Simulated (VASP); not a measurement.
# AlFe3 (Fm-3m) in VASP: notebook, part 3 of 3

VASP 6.6.1. Earlier steps stand in the parts before.

## (5) Single point, PBEsol, collinear spin, ferromagnetic start (12.51 Å³/atom)

This run uses another cell than the first one, of 12.51 Å³/atom.

The input, INCAR:

```
SYSTEM = AlFe3
PREC = Accurate
ENCUT = 520
EDIFF = 1E-6
ISMEAR = -1
SIGMA = 0.05
LREAL = .False.
LASPH = .True.
NELM = 150
ALGO = Normal
ISIF = 2
LWAVE = .False.
LCHARG = .False.
ISPIN = 2
MAGMOM = 3 3 3 0
LORBIT = 11
LMAXMIX = 4
GGA = PS
NBANDS = 26
```

The input, KPOINTS:

```
Automatic mesh
0
Gamma
  8 8 8
  0 0 0
```

The input, POSCAR:

```
AlFe3
1.0
    0.0000000000      2.9251352188      2.9251352188
    2.9251352188      0.0000000000      2.9251352188
    2.9251352188      2.9251352188      0.0000000000
Fe Al
3 1
Direct
    0.7500000000      0.7500000000      0.7500000000
    0.2500000000      0.2500000000      0.2500000000
    0.5000000000      0.5000000000      0.5000000000
    0.0000000000      0.0000000000      0.0000000000
```

Potentials or basis: VASP PAW PBE potentials, release 64 (Fe, Al).

On the command line:

```bash
cat potpaw_PBE.64/Fe/POTCAR potpaw_PBE.64/Al/POTCAR > POTCAR
mpirun -np 1 vasp_std > vasp.out
```

OUTCAR:

```text
SYSTEM = AlFe3
   PREC = Accurate
   ENCUT = 520
   EDIFF = 1E-6
   ISMEAR = -1
   LREAL = .False.
   LASPH = .True.
   NELM = 150
   ISIF = 2
   ISPIN = 2
   LORBIT = 11
   GGA = PS

 ion  position               nearest neighbor table
   1  0.750  0.750  0.750-   3 2.53   4 2.53   3 2.53   3 2.53   3 2.53   4 2.53   4 2.53   4 2.53
                             2 2.93   2 2.93   2 2.93   2 2.93   2 2.93   2 2.93
   2  0.250  0.250  0.250-   3 2.53   4 2.53   4 2.53   4 2.53   4 2.53   3 2.53   3 2.53   3 2.53
                             1 2.93   1 2.93   1 2.93   1 2.93   1 2.93   1 2.93
   3  0.500  0.500  0.500-   1 2.53   2 2.53   2 2.53   2 2.53   2 2.53   1 2.53   1 2.53   1 2.53
                             4 2.93   4 2.93   4 2.93   4 2.93   4 2.93   4 2.93
   4  0.000  0.000  0.000-   1 2.53   2 2.53   1 2.53   1 2.53   1 2.53   2 2.53   2 2.53   2 2.53
                             3 2.93   3 2.93   3 2.93   3 2.93   3 2.93   3 2.93

  LATTYP: Found a face centered cubic cell.
 ALAT       =     5.8502704376

  Lattice vectors:

 A1 = (   0.0000000000,   2.9251352188,   2.9251352188)
 A2 = (   2.9251352188,   0.0000000000,   2.9251352188)
 A3 = (   2.9251352188,   2.9251352188,   0.0000000000)

Analysis of symmetry for initial positions (statically):
=====================================================================
 Subroutine PRICEL returns:
 Original cell was already a primitive cell.

 Routine SETGRP: Setting up the symmetry group for a
 face centered cubic supercell.

 Subroutine GETGRP returns: Found 48 space group operations
 (whereof 48 operations were pure point group operations)
 out of a pool of 48 trial point group operations.

The static configuration has the point symmetry O_h .

Analysis of symmetry for dynamics (positions and initial velocities):
=====================================================================
 Subroutine PRICEL returns:
 Original cell was already a primitive cell.

 Routine SETGRP: Setting up the symmetry group for a
 face centered cubic supercell.

 Subroutine GETGRP returns: Found 48 space group operations
 (whereof 48 operations were pure point group operations)
 out of a pool of 48 trial point group operations.

The dynamic configuration has the point symmetry O_h .

Analysis of structural, dynamic, and magnetic symmetry:
=====================================================================
 Subroutine PRICEL returns:
 Original cell was already a primitive cell.

 Routine SETGRP: Setting up the symmetry group for a
 face centered cubic supercell.

 Subroutine GETGRP returns: Found 48 space group operations
 (whereof 48 operations were pure point group operations)
 out of a pool of 48 trial point group operations.

The overall configuration has the point symmetry O_h .

 Subroutine INISYM returns: Found 48 space group operations
 (whereof 48 operations are pure point group operations),
 and found     1 'primitive' translations

----------------------------------------------------------------------------------------

                                     Primitive cell

  volume of cell :      50.0573

  direct lattice vectors                    reciprocal lattice vectors
     0.000000000  2.925135219  2.925135219    -0.170932269  0.170932269  0.170932269
     2.925135219  0.000000000  2.925135219     0.170932269 -0.170932269  0.170932269
     2.925135219  2.925135219  0.000000000     0.170932269  0.170932269 -0.170932269

  length of vectors
[... 87 lines left out ...]
   LREAL  =      F    real-space projection
   EDIFFG = 0.1E-04   stopping-criterion for IOM
   NSW    =      0    number of steps for IOM
   IBRION =     -1    ionic relax: 0-MD 1-quasi-New 2-CG
   NFREE  =      0    steps in history (QN), initial steepest desc. (CG)
   ISIF   =      2    stress and relaxation
   ISYM   =      2    0-nonsym 1-usesym 2-fastsym
   POTIM  = 0.5000    time-step for ionic-motion
   TEBEG  =    0.0;   TEEND  =   0.0 temperature during run
   PSTRESS=    0.0 pullay stress
   NELECT =      27.0000    total number of electrons
   NUPDOWN=      -1.0000    fix difference up-down
   EMIN   =  10.00;   EMAX   =-10.00  energy-range for DOS
   EFERMI =   0.00;   METHOD = LEGACY
   ISMEAR =    -1;   SIGMA  =   0.05  broadening in eV -4-tet -1-fermi 0-gaus
   EFERMI_NEDOS =   21; number of points for ismear=-14 and -15
   IALGO  =     38    algorithm
   IMIX   =      4    mixing-type and parameters
     AMIX     =   0.40;   BMIX     =  1.00
     AMIX_MAG =   1.60;   BMIX_MAG =  1.00
  volume/ion in A,a.u.               =      12.51        84.45
  Fermi-wavevector in a.u.,A,eV,Ry     =   1.332621  2.518289 24.162314  1.775880
  Thomas-Fermi vector in A             =   2.461542
   LORBIT       =     11    0 simple, 1 ext, 2 COOP (PROOUT), +10 PAW based schemes
   GGA     = PS    functional components
   LHFCALC =     F    Hartree Fock is set to
   AEXX    =    0.0000 exact exchange contribution
   IVDW    =     0    specifies the selected vdW correction
   LEPSILON=     F    determine dielectric tensor
   LRPA    =     F    only Hartree local field effects (RPA)
 spin polarized calculation
  energy-cutoff  :      520.00
  volume of cell :       50.06
 maximum number of plane-waves:      1365
   NGX = 15   NGY = 15   NGZ = 15

 number of electron      27.0000019 magnetization       6.2219395

 Free energy of the ion-electron system (eV)
  ---------------------------------------------------
  ext. energy  EPLUGINS =         0.00000000
  ---------------------------------------------------
  free energy    TOTEN  =       -31.41537332 eV

  energy without entropy =      -31.38063442  energy(sigma->0) =      -31.39800387

 E-fermi :   6.2604     XC(G=0): -12.3673

 val. band max:        6.2570780354   @ k =   0.3750   0.2500   0.0000
 cond. band min:       6.2632707985   @ k =   0.5000   0.5000   0.0000
 fundamental gap:      0.0061927631
 Fermi energy:         6.2603869236

 spin component 1

 k-point     1 :       0.0000    0.0000    0.0000
  band No.  band energies     occupation
      1      -3.0550      1.00000
      2       2.3401      1.00000
      3       2.3401      1.00000
      4       2.7510      1.00000
      5       2.7510      1.00000
      6       2.7510      1.00000
[... 661 lines left out ...]
     24      16.1241      0.00000
     25      16.8137      0.00000

 [... further k-points ...]

 spin component 2

 k-point     1 :       0.0000    0.0000    0.0000
  band No.  band energies     occupation
      1      -2.9960      1.00000
      2       3.9000      1.00000
      3       3.9000      1.00000
      4       3.9000      1.00000
      5       4.0063      1.00000
      6       4.0064      1.00000
[... 661 lines left out ...]
     24      16.6033      0.00000
     25      17.4217      0.00000

 [... further k-points ...]

 [bands above 25 left out]

------------------------ aborting loop because EDIFF is reached ----------------------------------------

  FORCE on cell =-STRESS in cart. coord.  units (eV):
  Direction    XX          YY          ZZ          XY          YZ          ZX
  --------------------------------------------------------------------------------------
  -------------------------------------------------------------------------------------
  Total       -4.6028241     -4.6028241     -4.6028241     -0.0000000      0.0000000      0.0000000
  in kB     -147.3218383   -147.3218383   -147.3218383     -0.0000000      0.0000000      0.0000000
  external PRESSURE =    -147.3218383 kB  Pullay stress =       0.0000000 kB

 VOLUME and BASIS-vectors are now :
 -----------------------------------------------------------------------------
  energy-cutoff  :      520.00
  volume of cell :       50.06
      direct lattice vectors                 reciprocal lattice vectors
     0.000000000  2.925135219  2.925135219    -0.170932269  0.170932269  0.170932269
     2.925135219  0.000000000  2.925135219     0.170932269 -0.170932269  0.170932269
     2.925135219  2.925135219  0.000000000     0.170932269  0.170932269 -0.170932269

 POSITION                                       TOTAL-FORCE (eV/Angst)
 -----------------------------------------------------------------------------------
      4.38770      4.38770      4.38770         0.000000      0.000000      0.000000
      1.46257      1.46257      1.46257        -0.000000     -0.000000     -0.000000
      2.92514      2.92514      2.92514        -0.000000      0.000000     -0.000000
      0.00000      0.00000      0.00000        -0.000000      0.000000     -0.000000
 -----------------------------------------------------------------------------------
    total drift:                               -0.000000     -0.000000      0.000000

  FREE ENERGIE OF THE ION-ELECTRON SYSTEM (eV)
  ---------------------------------------------------
  free  energy   TOTEN  =       -31.4153733158 eV

  energy  without entropy=      -31.3806344228  energy(sigma->0) =      -31.39800387

 total charge

# of ion       s       p       d       tot
------------------------------------------
    1        0.426   0.482   6.287   7.196
    2        0.426   0.482   6.287   7.196
    3        0.454   0.481   6.194   7.130
    4        0.402   0.407   0.000   0.809
--------------------------------------------------
tot          1.709   1.853  18.769  22.330

 magnetization (x)

# of ion       s       p       d       tot
------------------------------------------
    1       -0.007  -0.038   2.050   2.005
    2       -0.007  -0.038   2.050   2.005
    3       -0.010  -0.041   2.454   2.402
    4       -0.012  -0.049   0.000  -0.061
--------------------------------------------------
tot         -0.036  -0.167   6.555   6.352
```

stdout:

```text
POSCAR found type information on POSCAR FeAl
 POSCAR found :  2 types and       4 ions
 scaLAPACK will be used
 -----------------------------------------------------------------------------
|                                                                             |
|                                                                             |
|     You enforced a specific xc type in the INCAR file but a different       |
|     I HOPE YOU KNOW WHAT YOU ARE DOING!                                     |
|                                                                             |
 -----------------------------------------------------------------------------

 LDA part: xc-table for (Slater+PW92), standard interpolation
 POSCAR, INCAR and KPOINTS ok, starting setup
 FFT: planning ... GRIDC
 FFT: planning ... GRID_SOFT
 FFT: planning ... GRID
 WAVECAR not read
 entering main loop
```

Run time: 30 s. Hardware: 1 thread of Intel Xeon 6975P-C (Granite Rapids), shared host; peak memory 0.23 GiB.

Results:

```yaml
Free_energy: -31.4154 eV
Pressure: -14.7 GPa
Net_moment: 6.22 μB per cell
Site_moments: Fe +2.00, +2.40 (each value once); Al -0.06 μB
Valence_electrons_inside_the_program's_atomic_spheres: Fe 7.20, 7.13 (each value once); Al 0.81
```

Caveat: the cell stands under tension; the PAW data sets were made with another functional, which shifts forces and pressure a little.

## (6) Single point, PBEsol, collinear spin, ferromagnetic start (12.75 Å³/atom)

This run uses another cell than the first one, of 12.75 Å³/atom.

The input, INCAR:

```
PREC = Accurate
ENCUT = 520
EDIFF = 1E-6
ISMEAR = -1
SIGMA = 0.05
LREAL = F
LASPH = T
NELM = 150
ALGO = Normal
ISIF = 2
LWAVE = F
LCHARG = F
ISPIN = 2
MAGMOM = 3 3 3 0
LORBIT = 11
LMAXMIX = 4
GGA = PS
NBANDS = 26
```

The input, KPOINTS:

```
regular mesh
0
Gamma
  8 8 8
```

The input, POSCAR:

```
AlFe3
1.0
    0.0000000000      2.9437671557      2.9437671557
    2.9437671557      0.0000000000      2.9437671557
    2.9437671557      2.9437671557      0.0000000000
Fe Al
3 1
Direct
    0.7500000000      0.7500000000      0.7500000000
    0.2500000000      0.2500000000      0.2500000000
    0.5000000000      0.5000000000      0.5000000000
    0.0000000000      0.0000000000      0.0000000000
```

Potentials or basis: VASP PAW PBE potentials, release 64 (Fe, Al).

On the command line:

```bash
cat potpaw_PBE.64/Fe/POTCAR potpaw_PBE.64/Al/POTCAR > POTCAR
mpirun -np 1 vasp_std > vasp.out
```

Wall time 29 s (1 thread of Intel Xeon 6975P-C (Granite Rapids), shared host); peak memory 0.23 GiB.

The run converged. Its results:

```
Free energy                                           : -31.3206 eV
Pressure                                              : -16.5 GPa
Net moment                                            : 6.38 μB per cell
Site moments                                          : Fe +2.08, +2.42 (each value once); Al -0.06 μB
Valence electrons inside the program's atomic spheres : Fe 7.16, 7.10 (each value once); Al 0.80
```

Levels at points of the mesh, in eV from the Fermi level:
Spin up:
| k point | band 13 | band 14 | band 15 | band 16 | band 17 | band 18 | band 19 | band 20 | band 21 | band 22 |
| --- | --- | --- | --- | --- | --- | --- | --- | --- | --- | --- |
| (0.00, 0.00, 0.00) | -1.07 | -1.07 | -0.79 | -0.79 | 5.22 | 5.22 | 5.22 | 5.40 | 5.40 | 5.40 |
| (0.50, 0.00, 0.00) | -1.23 | -1.23 | -0.86 | -0.86 | -0.46 | 4.21 | 4.21 | 4.36 | 4.36 | 4.97 |
| (0.50, 0.50, 0.00) | -1.10 | -0.97 | -0.97 | -0.82 | -0.68 | -0.68 | -0.19 | 4.13 | 4.21 | 11.79 |
Spin down:
```
           k point  band 6  band 7  band 8  band 9  band 10  band 11  band 12  band 13  band 14  band 15
(0.00, 0.00, 0.00)   -2.17   -1.04   -1.04   -1.04     0.88     0.88     0.88     1.47     1.47     1.54
(0.50, 0.00, 0.00)   -1.22   -1.22   -0.97   -0.97    -0.21    -0.05    -0.05     1.26     1.26     1.46
(0.50, 0.50, 0.00)   -1.22   -1.06   -1.06   -0.87     0.02     0.02     0.36     0.84     1.09     1.43
```

Caveat: the cell stands under tension; the PAW data sets were made with another functional, which shifts forces and pressure a little.

## (7) Summary

```csv
cell,gap on the mesh (eV),pressure (GPa),moment (μB)
"a = 4.056 Å, angles 60.0°, 4 atoms",none,-6.6,5.98
"a = 4.083 Å, angles 60.0°, 4 atoms",none,-9.7,6.05
"a = 4.110 Å, angles 60.0°, 4 atoms",none,-12.4,6.12
"a = 4.137 Å, angles 60.0°, 4 atoms",none,-14.7,6.22
"a = 4.163 Å, angles 60.0°, 4 atoms",none,-16.5,6.38
```

Alike in all rows: task single point; level PBEsol; potentials or basis VASP PAW PBE potentials, release 64 (Fe, Al); spin collinear, ferromagnetic start; k mesh 8 × 8 × 8; cutoff (eV) 520; smearing fermi-dirac 0.05 eV.

Caveats: the cell stands under tension; the PAW data sets were made with another functional, which shifts forces and pressure a little.

Absolute energies hang on the potentials; compare differences alone.
